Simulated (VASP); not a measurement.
Wanted: the native input for a VASP 6.6.1 run.

```yaml
Task: single point
Functional: PBEsol
Dispersion: D3(BJ)
Potentials_or_basis: VASP PAW PBE potentials, release 64 (Al)
Cutoff: 500 eV
k_mesh: 11 × 11 × 11
Occupations: gaussian, width 0.01 eV
Spin: no spin polarisation
Dipole_correction: no
Further_INCAR_settings: ALGO = Normal; EDIFF = 1e-06; NBANDS = 8
```

The structure of Al lies in POSCAR:

```
Al
1.0
    0.0000000000      2.0248050000      2.0248050000
    2.0248050000      0.0000000000      2.0248050000
    2.0248050000      2.0248050000      0.0000000000
Al
1
Direct
    0.0000000000      0.0000000000      0.0000000000
```

One way to write it, as run:

INCAR

```
ALGO = Normal
EDIFF = 1E-6
ENCUT = 500
GGA = PS
GGA_COMPAT = F
ISIF = 2
ISMEAR = 0
IVDW = 12
LASPH = T
LCHARG = F
LREAL = F
LWAVE = F
NBANDS = 8
NELM = 120
PREC = Accurate
SIGMA = 0.01
```

KPOINTS

```
k-points
0
Gamma
  11 11 11
```

Potentials or basis: VASP PAW PBE potentials, release 64 (Al).

Run with:

```bash
$ cat potpaw_PBE.64/Al/POTCAR > POTCAR
$ mpirun -np 1 vasp_std > vasp.out
```

Results of the run:

```yaml
Pressure: -5.1 GPa
Band_gap_on_the_k_mesh: zero (an odd number of electrons rules out a gap without spin polarisation)
Dispersion_energy_per_atom: -0.315 eV
```

Caveat: the cell stands under tension; the PAW data sets were made with another functional, which shifts forces and pressure a little.

Run time: 5 s on 1 thread of AMD EPYC 7R13 Processor (Zen 3), on a shared host, peak memory 0.11 GiB.
